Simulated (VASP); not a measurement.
Si: single point with LDA

The system is Si.

```
CELL_PARAMETERS angstrom
0.00000 2.70166 2.70166
2.70166 0.00000 2.70166
2.70166 2.70166 0.00000
ATOMIC_POSITIONS crystal
Si 0.50000 0.50000 0.50000
Si 0.75000 0.75000 0.75000
```

```yaml
Program: VASP 6.6.1
Task: single point
Functional: LDA
Potentials_or_basis: VASP PAW LDA potentials, release 64 (Si)
Cutoff: 520 eV
k_mesh: 9 × 9 × 9
Occupations: fermi-dirac, width 0.05 eV
Spin: no spin polarisation
```

The pressure is 0.0 GPa. The band gap on the k mesh is 0.45 eV, indirect (least direct gap 2.53 eV).

Levels at points of the mesh, in eV from the valence-band top:
| k point | band 1 | band 2 | band 3 | band 4 | band 5 | band 6 | band 7 | band 8 | band 9 |
| --- | --- | --- | --- | --- | --- | --- | --- | --- | --- |
| (0.00, 0.00, 0.00) | -12.06 | 0.00 | 0.00 | 0.00 | 2.53 | 2.53 | 2.53 | 3.38 | 7.74 |

Wall time 5 s on 1 thread of Intel(R) Xeon(R) 6975P-C (Granite Rapids) (shared host), peak memory 0.13 GiB.

A k mesh can miss the band edges. Expect the measured gap to be larger: semilocal functionals such as LDA lack the derivative discontinuity.
